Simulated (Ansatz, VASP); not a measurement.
**Two plane-wave programs on NiO**

```
CELL_PARAMETERS angstrom
0.00000 2.07872 2.07872
2.07872 0.00000 2.07872
2.07872 2.07872 0.00000
ATOMIC_POSITIONS crystal
Ni 0.00000 0.00000 0.00000
O 0.50000 0.50000 0.50000
```

Alike in both runs: task single point; functional r2SCAN; k mesh 12 × 12 × 12; occupations gaussian, width 0.02 eV; collinear spin.

|  | VASP | Ansatz |
| --- | --- | --- |
| version | VASP 6.6.1 | Ansatz 0.2.0 |
| potentials or method | VASP PAW PBE potentials, release 64 (Ni, O), cutoff 520 eV | scalar-relativistic, plane waves, PAW |
| valence electrons in the cell | 16 | 24 |

```tsv
	VASP	Ansatz	Ansatz less VASP
gap on the k mesh at the Fermi level (eV)	0.66	0.75	+0.082
least direct gap on the mesh (eV)	1.72	1.80	+0.077
pressure (GPa)	5.2	5.1	-0.10
net moment per atom (μB)	1.00	1.00	0.000
size of the moment on the site where the two differ most (μB)	1.69	1.67	-0.026
```

VASP's potentials were made for PBE, not for r2SCAN. Site moments also hang on the region over which each program counts them. VASP's potentials hold 16 valence electrons a cell and Ansatz's 24, so a difference there can come from the potentials and not from the codes. Ansatz's warnings: stability check not made.
